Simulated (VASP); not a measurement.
A run of VASP 6.6.1 is set up as follows.

Contents of INCAR:

```
PREC = Accurate
ENCUT = 520
EDIFF = 1E-6
ISMEAR = -1
SIGMA = 0.05
LREAL = Auto
LASPH = True
NELM = 150
ALGO = Normal
ISIF = 2
LWAVE = False
LCHARG = True
ISPIN = 2
MAGMOM = 0 0 0 0 0 0 0 0 0 0 0 0 0 0 0 0 1
LORBIT = 11
GGA = PE
LELF = True
LVHAR = True
NBANDS = 53
```

File KPOINTS:

```
regular mesh
0
Gamma
  2 2 2
```

POSCAR

```
Si16O
1.0
    0.0000000000      5.4300000000      5.4300000000
    5.4300000000      0.0000000000      5.4300000000
    5.4300000000      5.4300000000      0.0000000000
Si O
16 1
Direct
    0.0144475138     -0.0041344383     -0.0166206262
    0.1433793738      0.1254972376      0.1060497238
    0.0122375691     -0.0249079190      0.4647974217
    0.1488950276      0.0545303867      0.6249355433
   -0.0011141805      0.5046316759      0.0265285451
    0.1439594843      0.6109760589      0.1413075506
    0.0519797422      0.4385174954      0.5182780847
    0.1442173112      0.5975322284      0.6223941068
    0.5034530387      0.0103959484     -0.0070073665
    0.6596685083      0.1586924494      0.0865930018
    0.4987384899      0.0721454880      0.4417034991
    0.6011418048      0.1380847145      0.6213259669
    0.5133793738      0.5619244936     -0.0497329650
    0.6495395948      0.6419152855      0.1125598527
    0.5079465930      0.5000644567      0.4947974217
    0.6875322284      0.5871639042      0.6188766114
    0.6806077348      0.8277900552      0.4599631676
```

Potentials or basis: VASP PAW PBE potentials, release 64 (Si, O).

Run with:

```console
$ cat potpaw_PBE.64/Si/POTCAR potpaw_PBE.64/O/POTCAR > POTCAR
$ mpirun -np 1 vasp_std > vasp.out
```

**Question.** Predict the net moment.

**Answer.** 0.00 μB per cell.

**Question.** Predict the band gap on the k mesh.

**Answer.** 0.47 eV.

**Question.** Predict the largest force.

**Answer.** 3.027 eV/Å.

**Question.** What does it give for the pressure?

**Answer.** 5.4 GPa.

Stress tensor (GPa, compression positive):
```
 5.99 -0.43 -0.66
-0.43  4.95 -0.52
-0.66 -0.52  5.24
```

Caveat: the k points lie up to 0.50 Å⁻¹ apart.
